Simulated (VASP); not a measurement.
# Mg (R-3m) in VASP: single point with PBEsol

Aim: the single point of Mg with PBEsol.

Everything below comes from runs of VASP 6.6.1. Logs are shortened: lines on timing, memory, paths and dates and some standing lists are left out, and cuts for length are marked.

### Step 1. The cell of the first run

The structure is trigonal, space group R-3m (No. 166). The conventional cell has a = 3.336 Å, b = 3.336 Å, c = 24.195 Å, α = 90.00°, β = 90.00°, γ = 120.00°. Within 4.4 Å of Mg (site symmetry -3m) lie 12 Mg at 3.31 to 3.34 Å. Within 4.3 Å of Mg (site symmetry 3m) lie 12 Mg at 3.30 to 3.34 Å.

### Step 2. Single point, PBEsol (strained)

INCAR reads:

```
PREC     = Accurate       # precision mode
ENCUT    = 520            # plane-wave cutoff, eV
EDIFF    = 1E-6           # SCF threshold, eV
ISMEAR   = 0              # smearing method
SIGMA    = 0.1            # smearing width, eV
LREAL    = F              # projectors in reciprocal space
LASPH    = T              # aspherical terms in the spheres
NELM     = 80             # most SCF steps
ALGO     = Fast           # electronic algorithm
ISIF     = 2              # what is computed and relaxed
LWAVE    = F              # write WAVECAR
LCHARG   = F              # write CHGCAR
GGA      = PS             # functional
NBANDS   = 10             # bands
```

KPOINTS reads:

```
regular mesh
0
Gamma
  15 15 15
```

POSCAR reads:

```
Mg
1.0
    1.6682198786      0.9631471960      8.0650055095
   -1.6682198786      0.9631471960      8.0650055095
    0.0000000000     -1.9262943920      8.0650055095
Mg
3
Direct
    0.0000000000      0.0000000000      0.0000000000
    0.2219355900      0.2219355900      0.2219355900
    0.7780644100      0.7780644100      0.7780644100
```

Potentials or basis: VASP PAW PBE potentials, release 64 (Mg).

Command:

```sh
$ cat potpaw_PBE.64/Mg/POTCAR > POTCAR
$ mpirun -np 1 vasp_std > vasp.out
```

OUTCAR:

```text
PREC = Accurate
   ENCUT = 520
   EDIFF = 1E-6
   ISMEAR = 0
   LREAL = F
   LASPH = T
   NELM = 80
   ISIF = 2
   GGA = PS

 ion  position               nearest neighbor table
   1  0.000  0.000  0.000-   3 3.31   3 3.31   2 3.31   2 3.31   3 3.31   2 3.31
   2  0.222  0.222  0.222-   3 3.30   3 3.30   3 3.30   1 3.31   1 3.31   1 3.31
   3  0.778  0.778  0.778-   2 3.30   2 3.30   2 3.30   1 3.31   1 3.31   1 3.31

  LATTYP: Found a trigonal (rhomboedric) cell.
 ALAT       =     8.2918588961
 COS(alpha) =     0.9190470325

  Lattice vectors:

 A1 = (   1.6682198786,   0.9631471960,   8.0650055095)
 A2 = (  -1.6682198786,   0.9631471960,   8.0650055095)
 A3 = (   0.0000000000,  -1.9262943920,   8.0650055095)

Analysis of symmetry for initial positions (statically):
=====================================================================
 Subroutine PRICEL returns:
 Original cell was already a primitive cell.

 Routine SETGRP: Setting up the symmetry group for a
 trigonal (rhombohedral) supercell.

 Subroutine GETGRP returns: Found 12 space group operations
 (whereof 12 operations were pure point group operations)
 out of a pool of 12 trial point group operations.

The static configuration has the point symmetry D_3d.

Analysis of symmetry for dynamics (positions and initial velocities):
=====================================================================
 Subroutine PRICEL returns:
 Original cell was already a primitive cell.

 Routine SETGRP: Setting up the symmetry group for a
 trigonal (rhombohedral) supercell.

 Subroutine GETGRP returns: Found 12 space group operations
 (whereof 12 operations were pure point group operations)
 out of a pool of 12 trial point group operations.

The dynamic configuration has the point symmetry D_3d.

 Subroutine INISYM returns: Found 12 space group operations
 (whereof 12 operations are pure point group operations),
 and found     1 'primitive' translations

----------------------------------------------------------------------------------------

                                     Primitive cell

  volume of cell :      77.7503

  direct lattice vectors                    reciprocal lattice vectors
     1.668219879  0.963147196  8.065005510     0.299720682  0.173043817  0.041330825
    -1.668219879  0.963147196  8.065005510    -0.299720682  0.173043817  0.041330825
     0.000000000 -1.926294392  8.065005510     0.000000000 -0.346087633  0.041330825

  length of vectors
     8.291858896  8.291858896  8.291858896     0.348546822  0.348546822  0.348546822

  position of ions in fractional coordinates (direct lattice)
     0.000000000  0.000000000  0.000000000
     0.221935590  0.221935590  0.221935590
     0.778064410  0.778064410  0.778064410

  ion indices of the primitive-cell ions
   primitive index   ion index
                 1           1
                 2           2
                 3           3

----------------------------------------------------------------------------------------

 KPOINTS: regular mesh

Automatic generation of k-mesh.
 Grid dimensions read from file:
 generate k-points for:   15   15   15

 Generating k-lattice:

  Cartesian coordinates                     Fractional coordinates (reciprocal lattice)
     0.019981379  0.011536254  0.002755388     0.066666667  0.000000000 -0.000000000
    -0.019981379  0.011536254  0.002755388     0.000000000  0.066666667 -0.000000000
     0.000000000 -0.023072509  0.002755388    -0.000000000 -0.000000000  0.066666667

  Length of vectors
     0.023236455  0.023236455  0.023236455

  Shift w.r.t. Gamma in fractional coordinates (k-lattice)
     0.000000000  0.000000000  0.000000000

 Subroutine IBZKPT returns following result:
 ===========================================

 Found    344 irreducible k-points:

 Following reciprocal coordinates:
            Coordinates               Weight
  0.000000  0.000000  0.000000      1.000000
  0.066667  0.000000 -0.000000      6.000000
  0.133333  0.000000  0.000000      6.000000
  0.200000  0.000000  0.000000      6.000000
  0.266667  0.000000  0.000000      6.000000
  0.333333  0.000000  0.000000      6.000000
[... 16 lines left out ...]
  0.133333  0.133333  0.000000      6.000000
  0.200000  0.133333  0.000000     12.000000
 [... further k-points ...]
   k-points           NKPTS =    344   k-points in BZ     NKDIM =    344   number of bands    NBANDS=     10
   number of dos      NEDOS =    301   number of ions     NIONS =      3
   total plane-waves  NPLWV = 262144
   dimension x,y,z NGX =    64 NGY =   64 NGZ =   64
   dimension x,y,z NGXF=   128 NGYF=  128 NGZF=  128
   ions per type =               3
   NGX,Y,Z   is equivalent  to a cutoff of  12.83, 12.83, 12.83 a.u.
   NGXF,Y,Z  is equivalent  to a cutoff of  25.66, 25.66, 25.66 a.u.
 SYSTEM =  unknown system
   PREC   = accura    normal or accurate (medium, high low for compatibility)
   ISTART =      0    job   : 0-new  1-cont  2-samecut
   ICHARG =      2    charge: 1-file 2-atom 10-const
   ISPIN  =      1    spin polarized calculation?
   LNONCOLLINEAR =      F non collinear calculations
   LSORBIT =      F    spin-orbit coupling
   LASPH  =      T    aspherical Exc in radial PAW
   ENCUT  =  520.0 eV  38.22 Ry    6.18 a.u.  15.42 15.42 15.42*2*pi/ulx,y,z
   NELM   =     80;   NELMIN=  2; NELMDL= -5     # of ELM steps
   EDIFF  = 0.1E-05   stopping-criterion for ELM
   LREAL  =      F    real-space projection
   EDIFFG = 0.1E-04   stopping-criterion for IOM
   NSW    =      0    number of steps for IOM
   IBRION =     -1    ionic relax: 0-MD 1-quasi-New 2-CG
   NFREE  =      0    steps in history (QN), initial steepest desc. (CG)
   ISIF   =      2    stress and relaxation
   ISYM   =      2    0-nonsym 1-usesym 2-fastsym
   POTIM  = 0.5000    time-step for ionic-motion
   TEBEG  =    0.0;   TEEND  =   0.0 temperature during run
   PSTRESS=    0.0 pullay stress
   NELECT =       6.0000    total number of electrons
   NUPDOWN=      -1.0000    fix difference up-down
   EMIN   =  10.00;   EMAX   =-10.00  energy-range for DOS
   EFERMI =   0.00;   METHOD = LEGACY
   ISMEAR =     0;   SIGMA  =   0.10  broadening in eV -4-tet -1-fermi 0-gaus
   EFERMI_NEDOS =   21; number of points for ismear=-14 and -15
   IALGO  =     68    algorithm
   IMIX   =      4    mixing-type and parameters
     AMIX     =   0.40;   BMIX     =  1.00
     AMIX_MAG =   1.60;   BMIX_MAG =  1.00
  volume/ion in A,a.u.               =      25.92       174.89
  Fermi-wavevector in a.u.,A,eV,Ry     =   0.696987  1.317114  6.609584  0.485791
  Thomas-Fermi vector in A             =   1.780189
   LORBIT       =      0    0 simple, 1 ext, 2 COOP (PROOUT), +10 PAW based schemes
   GGA     = PS    functional components
   LHFCALC =     F    Hartree Fock is set to
   AEXX    =    0.0000 exact exchange contribution
   IVDW    =     0    specifies the selected vdW correction
   LEPSILON=     F    determine dielectric tensor
   LRPA    =     F    only Hartree local field effects (RPA)
 non-spin polarized calculation
 RMM-DIIS sequential band-by-band and
 Gauss-broadening in eV      SIGMA  =   0.10
  energy-cutoff  :      520.00
  volume of cell :       77.75
 maximum number of plane-waves:      2115
 NGX is ok and might be reduce to    64
   NGX = 31   NGY = 31   NGZ = 31

 number of electron       6.0000000 magnetization

 Free energy of the ion-electron system (eV)
  ---------------------------------------------------
  ext. energy  EPLUGINS =         0.00000000
  ---------------------------------------------------
  free energy    TOTEN  =        -5.02408165 eV

  energy without entropy =       -5.01733955  energy(sigma->0) =       -5.02071060

 E-fermi :   1.9947     XC(G=0):  -8.1623

 val. band max:        1.9941824605   @ k =   0.4000   0.4000   0.2667
 cond. band min:       2.0078406599   @ k =  -0.2667   0.2667   0.2000
 fundamental gap:      0.0136581995
 Fermi energy:         1.9946702493

 k-point     1 :       0.0000    0.0000    0.0000
  band No.  band energies     occupation
      1      -4.4293      2.00000
      2      -2.1431      2.00000
      3      -2.1259      2.00000
      4       4.5038      0.00000
      5       4.5120      0.00000
      6      12.2845      0.00000
      7      12.2847      0.00000
      8      12.3016      0.00000
      9      12.3016      0.00000
     10      12.7625      0.00000

 k-point     2 :       0.0667    0.0000   -0.0000
  band No.  band energies     occupation
      1      -4.3479      2.00000
      2      -2.1561      2.00000
      3      -1.9537      2.00000
      4       4.3894      0.00000
      5       4.7719      0.00000
      6      10.6270      0.00000
      7      11.3658      0.00000
      8      11.3847      0.00000
      9      11.9395      0.00000
     10      12.1857      0.00000

 k-point     3 :       0.1333    0.0000    0.0000
  band No.  band energies     occupation
      1      -4.1041      2.00000
      2      -2.0177      2.00000
      3      -1.6150      2.00000
      4       4.4147      0.00000
      5       5.1769      0.00000
      6       8.7218      0.00000
      7       9.5935      0.00000
      8      10.5703      0.00000
      9      11.0639      0.00000
     10      11.2456      0.00000
[... 248 lines left out ...]
 k-point    23 :       0.1333    0.1333    0.0000
  band No.  band energies     occupation
      1      -4.0904      2.00000
      2      -2.2059      2.00000
      3      -1.4012      2.00000
      4       4.0486      0.00000
      5       5.5604      0.00000
      6       8.9140      0.00000
      7       9.2561      0.00000
      8      10.4069      0.00000
      9      11.2369      0.00000
     10      11.4300      0.00000

 k-point    24 :       0.2000    0.1333    0.0000
  band No.  band energies     occupation
      1      -3.8404      2.00000
      2      -2.0610      2.00000
      3      -1.0576      2.00000
      4       4.0820      0.00000
      5       5.9433      0.00000
      6       8.0904      0.00000
      7       8.3383      0.00000
      8       8.8511      0.00000
      9      10.0888      0.00000
     10      11.5827      0.00000

 [... further k-points ...]

------------------------ aborting loop because EDIFF is reached ----------------------------------------

  FORCE on cell =-STRESS in cart. coord.  units (eV):
  Direction    XX          YY          ZZ          XY          YZ          ZX
  --------------------------------------------------------------------------------------
  -------------------------------------------------------------------------------------
  Total       -1.9464932     -1.9464932     -1.9119147      0.0000000      0.0000000     -0.0000000
  in kB      -40.1108248    -40.1108248    -39.3982763      0.0000000      0.0000000     -0.0000000
  external PRESSURE =     -39.8733086 kB  Pullay stress =       0.0000000 kB

 VOLUME and BASIS-vectors are now :
 -----------------------------------------------------------------------------
  energy-cutoff  :      520.00
  volume of cell :       77.75
      direct lattice vectors                 reciprocal lattice vectors
     1.668219879  0.963147196  8.065005510     0.299720682  0.173043817  0.041330825
    -1.668219879  0.963147196  8.065005510    -0.299720682  0.173043817  0.041330825
     0.000000000 -1.926294392  8.065005510     0.000000000 -0.346087633  0.041330825

 POSITION                                       TOTAL-FORCE (eV/Angst)
 -----------------------------------------------------------------------------------
      0.00000      0.00000      0.00000         0.000000     -0.000000     -0.000000
      0.00000      0.00000      5.36974         0.000000     -0.000000      0.004602
      0.00000      0.00000     18.82528         0.000000      0.000000     -0.004602
 -----------------------------------------------------------------------------------
    total drift:                               -0.000000      0.000000     -0.000000

  FREE ENERGIE OF THE ION-ELECTRON SYSTEM (eV)
  ---------------------------------------------------
  free  energy   TOTEN  =        -5.0240816520 eV

  energy  without entropy=       -5.0173395484  energy(sigma->0) =       -5.02071060
```

It took 8.5 min on 1 thread of Intel Xeon 6975P-C (Granite Rapids), shared host; peak memory 0.66 GiB.

What came out:

```yaml
Free_energy: -5.0241 eV
Pressure: -4.0 GPa
Largest_force: 0.005 eV/Å
Band_gap_on_the_k_mesh: zero (bands 3 and 4 overlap by 2.03 eV)
```

Forces in eV/Å, atoms in the order of the input:
```
Mg   0.000  0.000  0.000
Mg   0.000  0.000  0.005
Mg   0.000  0.000 -0.005
```

Levels at points of the mesh, in eV from the Fermi level:
```
           k point  band 1  band 2  band 3  band 4  band 5  band 6  band 7
(0.00, 0.00, 0.00)   -6.42   -4.14   -4.12    2.51    2.52   10.29   10.29
```

Caveat: the cell differs from its parent crystal (strained); the cell stands under tension; the PAW data sets were made with another functional, which shifts forces and pressure a little.
